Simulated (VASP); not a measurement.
# Al3InSb4 (P-4m2) in VASP: a series of runs

Al3InSb4 is run at these levels: PBE; tasks: single point, relaxation of cell and atoms.

Program: VASP 6.6.1. These are calculated values, not measurements. Logs are shortened: lines on timing, memory, paths and dates and some standing lists are left out, and cuts for length are marked.

## (1) The cell of the first run

The structure is tetragonal, space group P-4m2 (No. 115). Conventional cell: a = 4.473 Å, b = 4.473 Å, c = 12.641 Å, α = 90.00°, β = 90.00°, γ = 90.00°. Within 3.6 Å of Al (site symmetry 2mm) lie 4 Sb at 2.70 to 2.71 Å. Within 3.6 Å of Al (site symmetry -4m2) lie 4 Sb at 2.71 Å. Within 3.7 Å of In (site symmetry -4m2) lie 4 Sb at 2.83 Å. Sb (site symmetry 2mm) has 2 Al at 2.70 Å and 2 In at 2.83 Å within 3.6 Å. Within 3.6 Å of Sb (site symmetry 2mm) lie 4 Al at 2.71 Å.

## (2) Single point, PBE

File INCAR:

```
ALGO = Normal
EDIFF = 1E-6
ENCUT = 520
GGA = PE
ISIF = 2
ISMEAR = 0
LASPH = True
LCHARG = False
LREAL = False
LWAVE = False
NBANDS = 31
NELM = 60
PREC = Accurate
SIGMA = 0.02
```

File KPOINTS:

```
k-points
0
Gamma
  6 6 4
```

File POSCAR:

```
Al3InSb4
1.0
    4.4725158760      0.0000000000      0.0000000000
    0.0000000000      4.4725158760      0.0000000000
    0.0000000000      0.0000000000     12.6405639894
Al In Sb
3 1 4
Direct
    0.0000000000      0.0000000000      0.2575323663
    0.5000000000      0.5000000000      0.5000000000
    0.0000000000      0.0000000000      0.7424676337
    0.5000000000      0.5000000000      0.0000000000
    0.5000000000      0.0000000000      0.8622027007
    0.0000000000      0.5000000000      0.1377972993
    0.5000000000      0.0000000000      0.3788225123
    0.0000000000      0.5000000000      0.6211774877
```

Potentials or basis: VASP PAW PBE potentials, release 64 (Al, In_d, Sb).

Command:

```sh
$ cat potpaw_PBE.64/Al/POTCAR potpaw_PBE.64/In_d/POTCAR potpaw_PBE.64/Sb/POTCAR > POTCAR
$ mpirun -np 1 vasp_std > vasp.out
```

OUTCAR:

```text
EDIFF = 1E-6
   ENCUT = 520
   GGA = PE
   ISIF = 2
   ISMEAR = 0
   LASPH = True
   LREAL = False
   NELM = 60
   PREC = Accurate

 ion  position               nearest neighbor table
   1  0.000  0.000  0.258-   6 2.70   6 2.70   7 2.71   7 2.71
   2  0.500  0.500  0.500-   7 2.71   8 2.71   7 2.71   8 2.71
   3  0.000  0.000  0.742-   5 2.70   5 2.70   8 2.71   8 2.71
   4  0.500  0.500  0.000-   5 2.83   6 2.83   5 2.83   6 2.83
   5  0.500  0.000  0.862-   3 2.70   3 2.70   4 2.83   4 2.83
   6  0.000  0.500  0.138-   1 2.70   1 2.70   4 2.83   4 2.83
   7  0.500  0.000  0.379-   2 2.71   2 2.71   1 2.71   1 2.71
   8  0.000  0.500  0.621-   2 2.71   2 2.71   3 2.71   3 2.71

  LATTYP: Found a simple tetragonal cell.
 ALAT       =     4.4725158760
 C/A-ratio  =     2.8262759350

  Lattice vectors:

 A1 = (   4.4725158760,   0.0000000000,   0.0000000000)
 A2 = (   0.0000000000,   4.4725158760,   0.0000000000)
 A3 = (   0.0000000000,   0.0000000000,  12.6405639894)

Analysis of symmetry for initial positions (statically):
=====================================================================
 Subroutine PRICEL returns:
 Original cell was already a primitive cell.

 Routine SETGRP: Setting up the symmetry group for a
 simple tetragonal supercell.

 Subroutine GETGRP returns: Found  8 space group operations
 (whereof  8 operations were pure point group operations)
 out of a pool of 16 trial point group operations.

The static configuration has the point symmetry D_2d.

Analysis of symmetry for dynamics (positions and initial velocities):
=====================================================================
 Subroutine PRICEL returns:
 Original cell was already a primitive cell.

 Routine SETGRP: Setting up the symmetry group for a
 simple tetragonal supercell.

 Subroutine GETGRP returns: Found  8 space group operations
 (whereof  8 operations were pure point group operations)
 out of a pool of 16 trial point group operations.

The dynamic configuration has the point symmetry D_2d.

 Subroutine INISYM returns: Found  8 space group operations
 (whereof  8 operations are pure point group operations),
 and found     1 'primitive' translations

----------------------------------------------------------------------------------------

                                     Primitive cell

  volume of cell :     252.8542

  direct lattice vectors                    reciprocal lattice vectors
     4.472515876  0.000000000  0.000000000     0.223587803  0.000000000  0.000000000
     0.000000000  4.472515876  0.000000000     0.000000000  0.223587803  0.000000000
     0.000000000  0.000000000 12.640563989     0.000000000  0.000000000  0.079110394

  length of vectors
     4.472515876  4.472515876 12.640563989     0.223587803  0.223587803  0.079110394

  position of ions in fractional coordinates (direct lattice)
     0.000000000  0.000000000  0.257532366
     0.500000000  0.500000000  0.500000000
     0.000000000  0.000000000  0.742467634
     0.500000000  0.500000000  0.000000000
     0.500000000  0.000000000  0.862202701
     0.000000000  0.500000000  0.137797299
     0.500000000  0.000000000  0.378822512
     0.000000000  0.500000000  0.621177488

  ion indices of the primitive-cell ions
   primitive index   ion index
                 1           1
                 2           2
                 3           3
                 4           4
                 5           5
                 6           6
                 7           7
                 8           8

----------------------------------------------------------------------------------------

 KPOINTS: k-points

Automatic generation of k-mesh.
 Grid dimensions read from file:
 generate k-points for:    6    6    4

 Generating k-lattice:

  Cartesian coordinates                     Fractional coordinates (reciprocal lattice)
     0.037264634  0.000000000  0.000000000     0.166666667  0.000000000  0.000000000
     0.000000000  0.037264634  0.000000000     0.000000000  0.166666667  0.000000000
     0.000000000  0.000000000  0.019777599     0.000000000  0.000000000  0.250000000

  Length of vectors
     0.037264634  0.037264634  0.019777599

  Shift w.r.t. Gamma in fractional coordinates (k-lattice)
     0.000000000  0.000000000  0.000000000

 Subroutine IBZKPT returns following result:
 ===========================================

 Found     30 irreducible k-points:

 Following reciprocal coordinates:
            Coordinates               Weight
  0.000000  0.000000  0.000000      1.000000
  0.166667  0.000000  0.000000      4.000000
  0.333333  0.000000  0.000000      4.000000
  0.500000  0.000000  0.000000      2.000000
  0.166667  0.166667  0.000000      4.000000
  0.333333  0.166667  0.000000      8.000000
[... 16 lines left out ...]
  0.333333  0.000000  0.500000      4.000000
  0.500000  0.000000  0.500000      2.000000
 [... further k-points ...]
   k-points           NKPTS =     30   k-points in BZ     NKDIM =     30   number of bands    NBANDS=     31
   number of dos      NEDOS =    301   number of ions     NIONS =      8
   total plane-waves  NPLWV = 124416
   dimension x,y,z NGX =    36 NGY =   36 NGZ =   96
   dimension x,y,z NGXF=    72 NGYF=   72 NGZF=  192
   ions per type =               3   1   4
   NGX,Y,Z   is equivalent  to a cutoff of  13.38, 13.38, 12.63 a.u.
   NGXF,Y,Z  is equivalent  to a cutoff of  26.76, 26.76, 25.25 a.u.
 SYSTEM =  unknown system
   PREC   = accura    normal or accurate (medium, high low for compatibility)
   ISTART =      0    job   : 0-new  1-cont  2-samecut
   ICHARG =      2    charge: 1-file 2-atom 10-const
   ISPIN  =      1    spin polarized calculation?
   LNONCOLLINEAR =      F non collinear calculations
   LSORBIT =      F    spin-orbit coupling
   LASPH  =      T    aspherical Exc in radial PAW
   ENCUT  =  520.0 eV  38.22 Ry    6.18 a.u.   8.32  8.32 23.50*2*pi/ulx,y,z
   NELM   =     60;   NELMIN=  2; NELMDL= -5     # of ELM steps
   EDIFF  = 0.1E-05   stopping-criterion for ELM
   LREAL  =      F    real-space projection
   EDIFFG = 0.1E-04   stopping-criterion for IOM
   NSW    =      0    number of steps for IOM
   IBRION =     -1    ionic relax: 0-MD 1-quasi-New 2-CG
   NFREE  =      0    steps in history (QN), initial steepest desc. (CG)
   ISIF   =      2    stress and relaxation
   ISYM   =      2    0-nonsym 1-usesym 2-fastsym
   POTIM  = 0.5000    time-step for ionic-motion
   TEBEG  =    0.0;   TEEND  =   0.0 temperature during run
   PSTRESS=    0.0 pullay stress
   NELECT =      42.0000    total number of electrons
   NUPDOWN=      -1.0000    fix difference up-down
   EMIN   =  10.00;   EMAX   =-10.00  energy-range for DOS
   EFERMI =   0.00;   METHOD = LEGACY
   ISMEAR =     0;   SIGMA  =   0.02  broadening in eV -4-tet -1-fermi 0-gaus
   EFERMI_NEDOS =   21; number of points for ismear=-14 and -15
   IALGO  =     38    algorithm
   IMIX   =      4    mixing-type and parameters
     AMIX     =   0.40;   BMIX     =  1.00
     AMIX_MAG =   1.60;   BMIX_MAG =  1.00
  volume/ion in A,a.u.               =      31.61       213.29
  Fermi-wavevector in a.u.,A,eV,Ry     =   0.899914  1.700592 11.018622  0.809846
  Thomas-Fermi vector in A             =   2.022807
   LORBIT       =      0    0 simple, 1 ext, 2 COOP (PROOUT), +10 PAW based schemes
   GGA     = PE    functional components
   LHFCALC =     F    Hartree Fock is set to
   AEXX    =    0.0000 exact exchange contribution
   IVDW    =     0    specifies the selected vdW correction
   LEPSILON=     F    determine dielectric tensor
   LRPA    =     F    only Hartree local field effects (RPA)
 non-spin polarized calculation
 Gauss-broadening in eV      SIGMA  =   0.02
  energy-cutoff  :      520.00
  volume of cell :      252.85
 maximum number of plane-waves:      6864
 NGX is ok and might be reduce to    36
   NGX = 17   NGY = 17   NGZ = 47

 number of electron      42.0000008 magnetization

 Free energy of the ion-electron system (eV)
  ---------------------------------------------------
  ext. energy  EPLUGINS =         0.00000000
  ---------------------------------------------------
  free energy    TOTEN  =       -31.51029785 eV

  energy without entropy =      -31.51029785  energy(sigma->0) =      -31.51029785

 E-fermi :   4.6004     XC(G=0):  -8.4777

 val. band max:        4.4797138343   @ k =   0.0000   0.0000   0.0000
 cond. band min:       5.2082026986   @ k =   0.0000   0.0000   0.0000
 fundamental gap:      0.7284888644
 Fermi energy:         4.6003936283

 k-point     1 :       0.0000    0.0000    0.0000
  band No.  band energies     occupation
      1      -9.9177      2.00000
      2      -9.8541      2.00000
      3      -9.8541      2.00000
      4      -9.8037      2.00000
      5      -9.8032      2.00000
      6      -6.0146      2.00000
[... 23 lines left out ...]
     30       7.4992      0.00000
     31       7.5800      0.00000

 k-point     2 :       0.1667    0.0000    0.0000
  band No.  band energies     occupation
      1      -9.9121      2.00000
      2      -9.8621      2.00000
      3      -9.8537      2.00000
      4      -9.8058      2.00000
      5      -9.8014      2.00000
      6      -5.8560      2.00000
[... 23 lines left out ...]
     30       7.8319      0.00000
     31       8.3229      0.00000

 k-point     3 :       0.3333    0.0000    0.0000
  band No.  band energies     occupation
      1      -9.9033      2.00000
      2      -9.8758      2.00000
      3      -9.8528      2.00000
      4      -9.8100      2.00000
      5      -9.7973      2.00000
      6      -5.4137      2.00000
[... 23 lines left out ...]
     30       8.5033      0.00000
     31       8.5663      0.00000

 k-point     4 :       0.5000    0.0000    0.0000
  band No.  band energies     occupation
      1      -9.9021      2.00000
      2      -9.8796      2.00000
      3      -9.8523      2.00000
      4      -9.8121      2.00000
      5      -9.7949      2.00000
      6      -4.8366      2.00000
[... 23 lines left out ...]
     30       8.9355      0.00000
     31       9.1157      0.00000

 k-point     5 :       0.1667    0.1667    0.0000
  band No.  band energies     occupation
      1      -9.9071      2.00000
      2      -9.8657      2.00000
      3      -9.8560      2.00000
      4      -9.8080      2.00000
      5      -9.7999      2.00000
      6      -5.6992      2.00000
[... 23 lines left out ...]
     30       8.5679      0.00000
     31       8.7428      0.00000
[... 542 lines left out ...]
     30       8.2579      0.00000
     31       8.2621      0.00000

 k-point    22 :       0.1667    0.0000    0.5000
  band No.  band energies     occupation
      1      -9.9121      2.00000
      2      -9.8621      2.00000
      3      -9.8537      2.00000
      4      -9.8058      2.00000
      5      -9.8014      2.00000
      6      -5.7184      2.00000
[... 23 lines left out ...]
     30       8.1933      0.00000
     31       8.2213      0.00000

 k-point    23 :       0.3333    0.0000    0.5000
  band No.  band energies     occupation
      1      -9.9033      2.00000
      2      -9.8758      2.00000
      3      -9.8528      2.00000
      4      -9.8100      2.00000
      5      -9.7973      2.00000
      6      -5.3130      2.00000
[... 23 lines left out ...]
     30       8.5223      0.00000
     31       8.7020      0.00000

 k-point    24 :       0.5000    0.0000    0.5000
  band No.  band energies     occupation
      1      -9.9021      2.00000
      2      -9.8796      2.00000
      3      -9.8523      2.00000
      4      -9.8122      2.00000
      5      -9.7949      2.00000
      6      -4.8220      2.00000
[... 23 lines left out ...]
     30       8.3646      0.00000
     31       8.4918      0.00000

 [... further k-points ...]
[... 5 lines left out ...]
  --------------------------------------------------------------------------------------
  -------------------------------------------------------------------------------------
  Total        0.1840910      0.1840910      0.1702005      0.0000000      0.0000000      0.0000000
  in kB        1.1664684      1.1664684      1.0784530      0.0000000      0.0000000      0.0000000
  external PRESSURE =       1.1371299 kB  Pullay stress =       0.0000000 kB

 VOLUME and BASIS-vectors are now :
 -----------------------------------------------------------------------------
  energy-cutoff  :      520.00
  volume of cell :      252.85
      direct lattice vectors                 reciprocal lattice vectors
     4.472515876  0.000000000  0.000000000     0.223587803  0.000000000  0.000000000
     0.000000000  4.472515876  0.000000000     0.000000000  0.223587803  0.000000000
     0.000000000  0.000000000 12.640563989     0.000000000  0.000000000  0.079110394

 POSITION                                       TOTAL-FORCE (eV/Angst)
 -----------------------------------------------------------------------------------
      0.00000      0.00000      3.25535         0.000000      0.000000     -0.000376
      2.23626      2.23626      6.32028        -0.000000      0.000000      0.000000
      0.00000      0.00000      9.38521        -0.000000      0.000000      0.000376
      2.23626      2.23626      0.00000        -0.000000     -0.000000      0.000000
      2.23626      0.00000     10.89873        -0.000000      0.000000      0.019185
      0.00000      2.23626      1.74184        -0.000000      0.000000     -0.019185
      2.23626      0.00000      4.78853        -0.000000      0.000000     -0.000350
      0.00000      2.23626      7.85203        -0.000000      0.000000      0.000350
 -----------------------------------------------------------------------------------
    total drift:                                0.000000      0.000000     -0.000000

  FREE ENERGIE OF THE ION-ELECTRON SYSTEM (eV)
  ---------------------------------------------------
  free  energy   TOTEN  =       -31.5102978540 eV

  energy  without entropy=      -31.5102978540  energy(sigma->0) =      -31.51029785
```

Run time: 4 min. Hardware: 1 thread of AMD EPYC 7R13 (Zen 3), shared host; peak memory 0.46 GiB.

What came out:

```
Free energy            : -31.5103 eV
Pressure               : 0.1 GPa
Largest force          : 0.019 eV/Å
Band gap on the k mesh : 0.73 eV, direct
```

Forces on the atoms (eV/Å):
```
Al   0.000  0.000  0.000
Al   0.000  0.000  0.000
Al   0.000  0.000  0.000
In   0.000  0.000  0.000
Sb   0.000  0.000  0.019
Sb   0.000  0.000 -0.019
Sb   0.000  0.000  0.000
Sb   0.000  0.000  0.000
```

Caveat: spin-orbit coupling is left out, which moves the levels of the heavy elements. A k mesh can miss the band edges.

(Part 1 of 2 ends here.)
